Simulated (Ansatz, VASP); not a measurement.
**Si2GeP3 in VASP and in Ansatz**

The input INCAR:

```
ALGO = Normal ; EDIFF = 1E-6
EDIFFG = -0.04 ; ENCUT = 600
GGA = PE ; IBRION = 2
ISIF = 3 ; ISMEAR = 0
LASPH = T ; LCHARG = F
LREAL = F ; LWAVE = F
NELM = 60 ; NSW = 90
PREC = Accurate ; SIGMA = 0.1
```

File KPOINTS:

```
k-points
0
Gamma
  6 6 6
```

Contents of POSCAR:

```
Si2GeP3
1.0
    2.7874475400      1.6093335900      4.1565179100
   -2.7874475400      1.6093335900      4.1565179100
    0.0000000000     -3.2186671700      4.1565179100
Si Ge P
2 1 3
Direct
    0.6270700100      0.6270700100      0.6270700100
    0.3729299900      0.3729299900      0.3729299900
    0.0000000000      0.0000000000      0.0000000000
    0.0000000000      0.5000000000      0.0000000000
    0.5000000000      0.0000000000      0.0000000000
    0.0000000000      0.0000000000      0.5000000000
```

Input for Ansatz:

```yaml
crystal:
  lattice:
    - [2.78744754, 1.60933359, 4.15651791]
    - [-2.78744754, 1.60933359, 4.15651791]
    - [0.0, -3.21866717, 4.15651791]
  atoms:
    - { symbol: Si, position: [0.62707001, 0.62707001, 0.62707001] }
    - { symbol: Si, position: [0.37292999, 0.37292999, 0.37292999] }
    - { symbol: Ge, position: [0.0, 0.0, 0.0] }
    - { symbol: P, position: [0.0, 0.5, 0.0] }
    - { symbol: P, position: [0.5, 0.0, 0.0] }
    - { symbol: P, position: [0.0, 0.0, 0.5] }
basis:
  ecutwfc: 420
kpoints:
  mp_grid: { grid: [6, 6, 6] }
hamiltonian:
  xc: pbe
scf:
  occupations: { method: gaussian, width: 0.1 }
  lower_state_search: "off"
output:
  forces: true
  stress: true
  eigenvalues: true
relax:
  adjacent_minimum: "off"
  f_tol: 0.04
  max_steps: 70
  cell: { stress_tol: 0.4 }
```

Change from the starting cell: species swapped into the Sc2AlCo3 type (R-3m, No. 166).

Alike in both runs: task relaxation of cell and atoms; functional PBE; k mesh 6 × 6 × 6; occupations gaussian, width 0.1 eV; no spin polarisation.

|  | VASP | Ansatz |
| --- | --- | --- |
| version | VASP 6.6.1 | Ansatz 0.2.0 |
| potentials or method | VASP PAW PBE potentials, release 64 (Si, Ge_d, P), cutoff 600 eV | scalar-relativistic, plane waves, PAW |
| valence electrons in the cell | 37 | 37 |

|  | VASP | Ansatz | Ansatz less VASP |
| --- | --- | --- | --- |
| gap on the k mesh at the Fermi level, each at its own relaxed structure (eV) | none | none | - |
| relaxed volume (Å³/atom) | 17.31 | 17.31 | +0.004 |
| relaxed length of the cell vector where the two differ most in proportion (Å) | 5.786 | 5.776 | -0.0105 |

A gap of «none» marks a metal or a gap that the smearing closes.
